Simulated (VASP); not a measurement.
Write the native input for VASP 6.6.1 that does the following.

```yaml
Task: single point
Functional: PBEsol
Potentials_or_basis: VASP PAW PBE potentials, release 64 (Sb, Pt)
Cutoff: 520 eV
k_mesh: 12 × 12 × 8
Occupations: gaussian, width 0.1 eV
Spin: no spin polarisation
Dipole_correction: no
Further_INCAR_settings: ALGO = Normal; EDIFF = 1e-06; NBANDS = 23
```

The structure of SbPt lies in POSCAR:

```
SbPt
1.0
    3.9735745811      0.0000000000      0.0000000000
   -1.9867872906      3.4412165311      0.0000000000
    0.0000000000      0.0000000000      5.3017894530
Sb Pt
2 2
Direct
    0.3333333333      0.6666666667      0.2500000000
    0.6666666667      0.3333333333      0.7500000000
    0.0000000000      0.0000000000      0.0000000000
    0.0000000000      0.0000000000      0.5000000000
```

This cell differs from its parent crystal: volume scaled by 0.88, then relaxed in part.

These files were run (other wordings do the same):

INCAR

```
SYSTEM = SbPt
ALGO = Normal
EDIFF = 1E-6
ENCUT = 520
GGA = PS
ISIF = 2
ISMEAR = 0
LASPH = .TRUE.
LCHARG = .TRUE.
LELF = .TRUE.
LREAL = .FALSE.
LVHAR = .TRUE.
LWAVE = .FALSE.
NBANDS = 23
NELM = 100
PREC = Accurate
SIGMA = 0.1
```

KPOINTS

```
k-points
0
G
  12 12 8
  0 0 0
```

Potentials or basis: VASP PAW PBE potentials, release 64 (Sb, Pt).

Launch:

```bash
$ cat potpaw_PBE.64/Sb/POTCAR potpaw_PBE.64/Pt/POTCAR > POTCAR
$ mpirun -np 1 vasp_std > vasp.out
```

It gave:

```yaml
Pressure: 24.7 GPa
Band_gap_on_the_k_mesh: zero (band 15 reaches 14.63 eV, above the bottom of band 16 at 9.86 eV)
```

Caveat: the PAW data sets were made with another functional, which shifts forces and pressure a little; spin-orbit coupling is left out, which moves the levels of the heavy elements.

Wall time 52 s on 1 thread of Intel(R) Xeon(R) 6975P-C (Granite Rapids) (shared host), peak memory 0.27 GiB.
